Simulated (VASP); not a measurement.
# Yb (Fm-3m) in VASP: further runs, part 3 of 3

VASP 6.6.1.

## Step 5: Relaxation of cell and atoms, LDA, collinear spin, ferromagnetic start

This run uses another cell than the first one, of 41.28 Å³/atom.

The input, INCAR:

```
PREC = Accurate ; ENCUT = 600
EDIFF = 1E-7 ; ISMEAR = 0
SIGMA = 0.05 ; LREAL = F
LASPH = T ; NELM = 150
ALGO = Normal ; ISIF = 3
LWAVE = F ; LCHARG = F
ISPIN = 2 ; MAGMOM = 1
LORBIT = 11 ; LMAXMIX = 6
GGA = CA ; IBRION = 2
NSW = 60 ; EDIFFG = -0.01
```

The input, KPOINTS:

```
Automatic mesh
0
Gamma
  8 8 8
```

The input, POSCAR:

```
Yb
1.0
    0.0000000000      2.7431000000      2.7431000000
    2.7431000000      0.0000000000      2.7431000000
    2.7431000000      2.7431000000      0.0000000000
Yb
1
Direct
    0.0000000000      0.0000000000      0.0000000000
```

Potentials or basis: VASP PAW PBE potentials, release 64 (Yb_2), 4f in core.

Run with:

```sh
$ cat potpaw_PBE.64/Yb_2/POTCAR > POTCAR
$ mpirun -np 1 vasp_std > vasp.out
```

OUTCAR:

```text
PREC = Accurate
   ENCUT = 600
   EDIFF = 1E-7
   ISMEAR = 0
   LREAL = F
   LASPH = T
   NELM = 150
   ISIF = 3
   ISPIN = 2
   LORBIT = 11
   GGA = CA
   IBRION = 2
   NSW = 60
   EDIFFG = -0.01

 ion  position               nearest neighbor table
   1  0.000  0.000  0.000-

  LATTYP: Found a face centered cubic cell.
 ALAT       =     5.4862000000

  Lattice vectors:

 A1 = (   0.0000000000,   2.7431000000,   2.7431000000)
 A2 = (   2.7431000000,   0.0000000000,   2.7431000000)
 A3 = (   2.7431000000,   2.7431000000,   0.0000000000)

Analysis of symmetry for initial positions (statically):
=====================================================================
 Subroutine PRICEL returns:
 Original cell was already a primitive cell.

 Routine SETGRP: Setting up the symmetry group for a
 face centered cubic supercell.

 Subroutine GETGRP returns: Found 48 space group operations
 (whereof 48 operations were pure point group operations)
 out of a pool of 48 trial point group operations.

The static configuration has the point symmetry O_h .

Analysis of symmetry for dynamics (positions and initial velocities):
=====================================================================
 Subroutine PRICEL returns:
 Original cell was already a primitive cell.

 Routine SETGRP: Setting up the symmetry group for a
 face centered cubic supercell.

 Subroutine GETGRP returns: Found 48 space group operations
 (whereof 48 operations were pure point group operations)
 out of a pool of 48 trial point group operations.

The dynamic configuration has the point symmetry O_h .

Analysis of structural, dynamic, and magnetic symmetry:
=====================================================================
 Subroutine PRICEL returns:
 Original cell was already a primitive cell.

 Routine SETGRP: Setting up the symmetry group for a
 face centered cubic supercell.

 Subroutine GETGRP returns: Found 48 space group operations
 (whereof 48 operations were pure point group operations)
 out of a pool of 48 trial point group operations.

The overall configuration has the point symmetry O_h .

[... 133 lines left out ...]
   NGX = 15   NGY = 15   NGZ = 15

--------------------------------------- Ionic step        1  -------------------------------------------

 number of electron       7.9999999 magnetization      -0.0012957

 number of electron       7.9999999 magnetization       0.0001988

 Free energy of the ion-electron system (eV)
  ---------------------------------------------------
  ext. energy  EPLUGINS =         0.00000000
  ---------------------------------------------------
  free energy    TOTEN  =        -1.87054932 eV

  energy without entropy =       -1.86940647  energy(sigma->0) =       -1.86997790

------------------------ aborting loop because EDIFF is reached ----------------------------------------

  FORCE on cell =-STRESS in cart. coord.  units (eV):
  Direction    XX          YY          ZZ          XY          YZ          ZX
  --------------------------------------------------------------------------------------
  -------------------------------------------------------------------------------------
  Total       -0.7183531     -0.7183531     -0.7183531      0.0000000      0.0000000      0.0000000
  in kB      -27.8800555    -27.8800555    -27.8800555      0.0000000      0.0000000      0.0000000
  external PRESSURE =     -27.8800555 kB  Pullay stress =       0.0000000 kB
[... 98 lines left out ...]
 number of electron       8.0000000 magnetization       0.0000002

 number of electron       8.0000000 magnetization      -0.0000000

 Free energy of the ion-electron system (eV)
  ---------------------------------------------------
  ext. energy  EPLUGINS =         0.00000000
  ---------------------------------------------------
  free energy    TOTEN  =        -1.94816454 eV

  energy without entropy =       -1.94815616  energy(sigma->0) =       -1.94816035

 E-fermi :   1.7166     XC(G=0):  -9.2703

 val. band max:        1.6124888142   @ k =  -0.2500   0.5000   0.2500
 cond. band min:       1.8129041988   @ k =   0.5000   0.5000   0.0000
 fundamental gap:      0.2004153846
 Fermi energy:         1.7166116012

 spin component 1

 k-point     1 :       0.0000    0.0000    0.0000
  band No.  band energies     occupation
      1     -20.9156      1.00000
      2     -20.9156      1.00000
      3     -20.9156      1.00000
      4      -3.5679      1.00000
      5       4.8213      0.00000
      6       4.8213      0.00000
      7       4.8213      0.00000
      8       7.1956      0.00000
      9       7.1956      0.00000
[... 265 lines left out ...]
 k-point    24 :      -0.3750    0.2500    0.1250
  band No.  band energies     occupation
      1     -21.3358      1.00000
      2     -21.1085      1.00000
      3     -21.0208      1.00000
      4       0.9259      1.00000
      5       1.9665      0.00000
      6       3.4480      0.00000
      7       5.3601      0.00000
      8       7.9349      0.00000
      9       9.4141      0.00000

 [... further k-points ...]

 spin component 2

 k-point     1 :       0.0000    0.0000    0.0000
  band No.  band energies     occupation
      1     -20.9156      1.00000
      2     -20.9156      1.00000
      3     -20.9156      1.00000
      4      -3.5679      1.00000
      5       4.8213      0.00000
      6       4.8213      0.00000
      7       4.8213      0.00000
      8       7.1956      0.00000
      9       7.1956      0.00000
[... 304 lines left out ...]
  FREE ENERGIE OF THE ION-ELECTRON SYSTEM (eV)
  ---------------------------------------------------
  free  energy   TOTEN  =        -1.9481645377 eV

  energy  without entropy=       -1.9481561633  energy(sigma->0) =       -1.94816035

 reached required accuracy - stopping structural energy minimisation

 total charge

# of ion       s       p       d       tot
------------------------------------------
    1        0.542   6.310   0.403   7.255

 magnetization (x)

# of ion       s       p       d       tot
------------------------------------------
    1        0.000   0.000  -0.000   0.000
```

OSZICAR:

```text
N       E                     dE             d eps       ncg     rms          rms(c)
DAV:   1     0.937933275302E+01    0.93793E+01   -0.42079E+03  1092   0.789E+02
DAV:   2    -0.161147844329E+01   -0.10991E+02   -0.10835E+02  1198   0.980E+01
[... 36 lines left out ...]
DAV:   2    -0.195169410041E+01    0.78564E-02   -0.64971E-03  1060   0.673E-01    0.269E-01
DAV:   3    -0.194818842946E+01    0.35057E-02   -0.86371E-03  1104   0.698E-01    0.110E-01
DAV:   4    -0.194820084435E+01   -0.12415E-04   -0.36835E-04  1070   0.145E-01    0.406E-02
DAV:   5    -0.194816431532E+01    0.36529E-04   -0.94907E-05  1162   0.729E-02    0.404E-03
DAV:   6    -0.194816453571E+01   -0.22039E-06   -0.19288E-06  1071   0.124E-02    0.329E-03
DAV:   7    -0.194816453767E+01   -0.19663E-08   -0.35555E-08   567   0.149E-03
   4 F= -.19481645E+01 E0= -.19481604E+01  d E =-.776152E-01  mag=     0.0000
```

CONTCAR:

```text
Yb
   1.00000000000000
    -0.0000000000000000    2.5633753006378632    2.5633753006378632
     2.5633753006378632    0.0000000000000000    2.5633753006378632
     2.5633753006378632    2.5633753006378632    0.0000000000000000
  Yb
     1
Direct
     1.0000000000000000    1.0000000000000000    1.0000000000000000

  0.00000000E+00  0.00000000E+00  0.00000000E+00
```

Wall time 22 s (1 thread of Intel Xeon 6975P-C (Granite Rapids), shared host); peak memory 0.19 GiB.

What came out:

```
Free energy                                           : -1.9482 eV
Relaxed volume                                        : 33.69 Å³/atom
Relaxed cell                                          : a = 3.625 Å, b = 3.625 Å, c = 3.625 Å, α = 60.00°, β = 60.00°, γ = 60.00°
Space group after relaxing (to 0.1 Å)                 : Fm-3m (No. 225)
Energy gained by relaxing                             : 77.6 meV/atom
Ionic steps                                           : 4
Pressure after relaxing                               : 0.0 GPa
Net moment                                            : 0.00 μB per cell
Valence electrons inside the program's atomic spheres : Yb 7.25
```

Step by step:
| step | energy change (eV) | largest force (eV/Å) | pressure (GPa) | volume (Å³) |
| --- | --- | --- | --- | --- |
| 1 | 0.0000 | 0.0000 | -2.79 | 41.28 |
| 2 | -0.0590 | 0.0000 | -1.64 | 37.14 |
| 3 | -0.0769 | 0.0000 | -0.35 | 34.35 |
| 4 | -0.0776 | 0.0000 | 0.03 | 33.69 |

Final structure:
```yaml
crystal:
  lattice:
    - [0.00000, 2.56338, 2.56338]
    - [2.56338, 0.00000, 2.56338]
    - [2.56338, 2.56338, 0.00000]
  atoms:
    - { symbol: Yb, position: [0.00000, 0.00000, 0.00000] }
```

Caveat: the volume moved by over 15 % at a fixed basis, so the end points are rough; the PAW data sets were made with another functional, which shifts forces and pressure a little; spin-orbit coupling is left out, which moves the levels of the heavy elements; the 4f electrons are frozen in the core, so they carry no moment and show no levels.

## Step 6: Single point, LDA, collinear spin, ferromagnetic start

This run uses another cell than the first one, of 41.28 Å³/atom.

The input, INCAR:

```
  PREC = Accurate
  ENCUT = 520
  EDIFF = 1E-6
  ISMEAR = -1
  SIGMA = 0.05
  LREAL = False
  LASPH = True
  NELM = 150
  ALGO = Fast
  ISIF = 2
  LWAVE = False
  LCHARG = True
  ISPIN = 2
  MAGMOM = 1
  LORBIT = 11
  LMAXMIX = 6
  GGA = CA
  LELF = True
  LVHAR = True
  NBANDS = 22
```

The input, KPOINTS:

```
regular mesh
0
Gamma
  8 8 8
```

POSCAR is that of step 5.

Potentials or basis: VASP PAW PBE potentials, release 64 (Yb).

Run with:

```sh
$ cat potpaw_PBE.64/Yb/POTCAR > POTCAR
$ mpirun -np 1 vasp_std > vasp.out
```

OUTCAR:

```text
PREC = Accurate
   ENCUT = 520
   EDIFF = 1E-6
   ISMEAR = -1
   LREAL = False
   LASPH = True
   NELM = 150
   ISIF = 2
   ISPIN = 2
   LORBIT = 11
   GGA = CA

 ion  position               nearest neighbor table
   1  0.000  0.000  0.000-

  LATTYP: Found a face centered cubic cell.
 ALAT       =     5.4862000000

  Lattice vectors:

 A1 = (   0.0000000000,   2.7431000000,   2.7431000000)
 A2 = (   2.7431000000,   0.0000000000,   2.7431000000)
 A3 = (   2.7431000000,   2.7431000000,   0.0000000000)

Analysis of symmetry for initial positions (statically):
=====================================================================
 Subroutine PRICEL returns:
 Original cell was already a primitive cell.

 Routine SETGRP: Setting up the symmetry group for a
 face centered cubic supercell.

 Subroutine GETGRP returns: Found 48 space group operations
 (whereof 48 operations were pure point group operations)
 out of a pool of 48 trial point group operations.

The static configuration has the point symmetry O_h .

Analysis of symmetry for dynamics (positions and initial velocities):
[... 785 lines left out ...]
 spin component 2

 k-point     1 :       0.0000    0.0000    0.0000
  band No.  band energies     occupation
      1     -50.6445      1.00000
      2     -23.0927      1.00000
      3     -23.0927      1.00000
      4     -23.0927      1.00000
      5      -3.9500      1.00000
      6       0.4545      0.99991
[... 589 lines left out ...]
     21      11.9687      0.00000
     22      16.7615      0.00000

 [... further k-points ...]

------------------------ aborting loop because EDIFF is reached ----------------------------------------

  FORCE on cell =-STRESS in cart. coord.  units (eV):
  Direction    XX          YY          ZZ          XY          YZ          ZX
  --------------------------------------------------------------------------------------
  -------------------------------------------------------------------------------------
  Total       -1.6238538     -1.6238538     -1.6238538      0.0000000      0.0000000      0.0000000
  in kB      -63.0235093    -63.0235093    -63.0235093      0.0000000      0.0000000      0.0000000
  external PRESSURE =     -63.0235093 kB  Pullay stress =       0.0000000 kB

 VOLUME and BASIS-vectors are now :
 -----------------------------------------------------------------------------
  energy-cutoff  :      520.00
  volume of cell :       41.28
      direct lattice vectors                 reciprocal lattice vectors
     0.000000000  2.743100000  2.743100000    -0.182275528  0.182275528  0.182275528
     2.743100000  0.000000000  2.743100000     0.182275528 -0.182275528  0.182275528
     2.743100000  2.743100000  0.000000000     0.182275528  0.182275528 -0.182275528

 POSITION                                       TOTAL-FORCE (eV/Angst)
 -----------------------------------------------------------------------------------
      0.00000      0.00000      0.00000         0.000000     -0.000000     -0.000000
 -----------------------------------------------------------------------------------
    total drift:                               -0.000000     -0.000000     -0.000000

  FREE ENERGIE OF THE ION-ELECTRON SYSTEM (eV)
  ---------------------------------------------------
  free  energy   TOTEN  =        -3.9692818891 eV

  energy  without entropy=       -3.9578721731  energy(sigma->0) =       -3.96357703

 total charge

# of ion       s       p       d       f       tot
--------------------------------------------------
    1        2.221   5.934   0.203  13.664  22.021

 magnetization (x)

# of ion       s       p       d       f       tot
--------------------------------------------------
    1       -0.000  -0.000  -0.000   0.000   0.000
```

stdout:

```text
POSCAR found type information on POSCAR Yb
 POSCAR found :  1 types and       1 ions
 scaLAPACK will be used
 -----------------------------------------------------------------------------
|                                                                             |
|                                                                             |
|     You enforced a specific xc type in the INCAR file but a different       |
|     I HOPE YOU KNOW WHAT YOU ARE DOING!                                     |
|                                                                             |
 -----------------------------------------------------------------------------

 LDA part: xc-table for (Slater(with rela. corr.)+CA(PZ))
 , standard interpolation
 POSCAR, INCAR and KPOINTS ok, starting setup
 FFT: planning ... GRIDC
 FFT: planning ... GRID_SOFT
 FFT: planning ... GRID
 WAVECAR not read
 entering main loop
WARNING in EDDRMM: call to ZHEGV failed, returncode =   8  4     21
WARNING in EDDRMM: call to ZHEGV failed, returncode =   8  4     22
WARNING in EDDRMM: call to ZHEGV failed, returncode =   8  4     22
```

Wall time 3.7 min (1 thread of Oxide Virtual Turin-like, shared host); peak memory 0.17 GiB.

Results:

```yaml
Free_energy: -3.9693 eV
Pressure: -6.3 GPa
Band_gap_on_the_k_mesh: zero (filled and empty bands touch)
Net_moment: 0.00 μB per cell
Valence_electrons_inside_the_program's_atomic_spheres: Yb 22.02
```

Levels at points of the mesh, in eV from the Fermi level:
Spin up:
| k point | band 9 | band 10 | band 11 | band 12 | band 13 | band 14 | band 15 | band 16 |
| --- | --- | --- | --- | --- | --- | --- | --- | --- |
| (0.00, 0.00, 0.00) | -0.39 | -0.31 | -0.31 | -0.31 | 2.58 | 2.58 | 2.58 | 4.39 |
| (0.50, 0.00, 0.00) | -0.39 | -0.33 | -0.33 | -0.31 | 0.19 | 2.40 | 2.40 | 5.72 |
| (0.50, 0.50, 0.00) | -0.38 | -0.35 | -0.34 | -0.34 | 0.20 | 1.38 | 5.73 | 6.10 |
Spin down:
| k point | band 9 | band 10 | band 11 | band 12 | band 13 | band 14 | band 15 | band 16 |
| --- | --- | --- | --- | --- | --- | --- | --- | --- |
| (0.00, 0.00, 0.00) | -0.39 | -0.31 | -0.31 | -0.31 | 2.58 | 2.58 | 2.58 | 4.39 |
| (0.50, 0.00, 0.00) | -0.39 | -0.32 | -0.32 | -0.31 | 0.19 | 2.41 | 2.51 | 5.72 |
| (0.50, 0.50, 0.00) | -0.38 | -0.35 | -0.34 | -0.34 | 0.20 | 1.36 | 5.73 | 6.10 |

Caveat: the cell stands under tension; the PAW data sets were made with another functional, which shifts forces and pressure a little; spin-orbit coupling is left out, which moves the levels of the heavy elements.

## Step 7: Summary

| task | level | potentials or basis | cell | cutoff (eV) | smearing | gap on the mesh (eV) | pressure (GPa) | moment (μB) |
| --- | --- | --- | --- | --- | --- | --- | --- | --- |
| single point | PBE | VASP PAW PBE potentials, release 64 (Yb) | a = 3.853 Å, angles 60.0°, 1 atom | 520 | fermi-dirac 0.05 eV | none | 1.9 | 0.00 |
| single point | PBE | VASP PAW PBE potentials, release 64 (Yb) | a = 3.930 Å, angles 60.0°, 1 atom | 520 | fermi-dirac 0.05 eV | none | -3.9 | 0.00 |
| single point | PBE | VASP PAW PBE potentials, release 64 (Yb) | a = 3.955 Å, angles 60.0°, 1 atom | 520 | fermi-dirac 0.05 eV | none | 1.6 | 0.00 |
| relaxation of cell and atoms | LDA | VASP PAW PBE potentials, release 64 (Yb_2), 4f in core | relaxed from a = 3.879 Å, angles 60.0°, 1 atom | 600 | gaussian 0.05 eV | - | 0.0 | 0.00 |
| single point | LDA | VASP PAW PBE potentials, release 64 (Yb) | a = 3.879 Å, angles 60.0°, 1 atom | 520 | fermi-dirac 0.05 eV | none | -6.3 | 0.00 |

Alike in all rows: spin collinear, ferromagnetic start; k mesh 8 × 8 × 8.

Caveats: spin-orbit coupling is left out, which moves the levels of the heavy elements; the cell stands under tension (at least some runs); the PAW data sets were made with another functional, which shifts forces and pressure a little (at least some runs); the volume moved by over 15 % at a fixed basis, so the end points are rough (at least some runs); the 4f electrons are frozen in the core, so they carry no moment and show no levels (at least some runs).

Absolute energies hang on the potentials; compare differences alone.

The gap in the log of VASP goes by the Fermi energy; the results here count the filled bands.